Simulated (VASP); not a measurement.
Here is a VASP 6.6.1 calculation.

INCAR

```
ALGO = Normal ; EDIFF = 1E-6
ENCUT = 520 ; GGA = PE
GGA_COMPAT = F ; ISIF = 2
ISMEAR = 1 ; LASPH = T
LCHARG = T ; LDAU = T
LDAUJ = 0 0 ; LDAUL = 2 -1
LDAUPRINT = 1 ; LDAUTYPE = 2
LDAUU = 6 0 ; LMAXMIX = 4
LORBIT = 11 ; LORBMOM = T
LREAL = F ; LSORBIT = T
LVHAR = T ; LWAVE = F
MAGMOM = 0 0 0 0 0 0 ; NBANDS = 26
NELM = 150 ; PREC = Accurate
SIGMA = 0.15
```

Contents of KPOINTS:

```
k-points
0
Gamma
  10 10 10
```

POSCAR

```
HfC
1.0
    0.0000000000      2.3250000000      2.3250000000
    2.3250000000      0.0000000000      2.3250000000
    2.3250000000      2.3250000000      0.0000000000
Hf C
1 1
Direct
    0.5000000000      0.5000000000      0.5000000000
    0.0000000000      0.0000000000      0.0000000000
```

Potentials or basis: VASP PAW PBE potentials, release 64 (Hf_pv, C).

Launch:

```bash
$ cat potpaw_PBE.64/Hf_pv/POTCAR potpaw_PBE.64/C/POTCAR > POTCAR
$ mpirun -np 1 vasp_ncl > vasp.out
```

Task: Estimate the pressure.

Result: 21.4 GPa.

Task: Estimate the net moment.

Result: 0.00 μB per cell.

Moments on the atoms (μB; x, y, z):
```
Hf  0.00 0.00 0.00
C   0.00 0.00 0.00
```

Caveat: the U is typed as a test and isn't derived for this compound. The state reached can hang on the start; a lower one may exist.
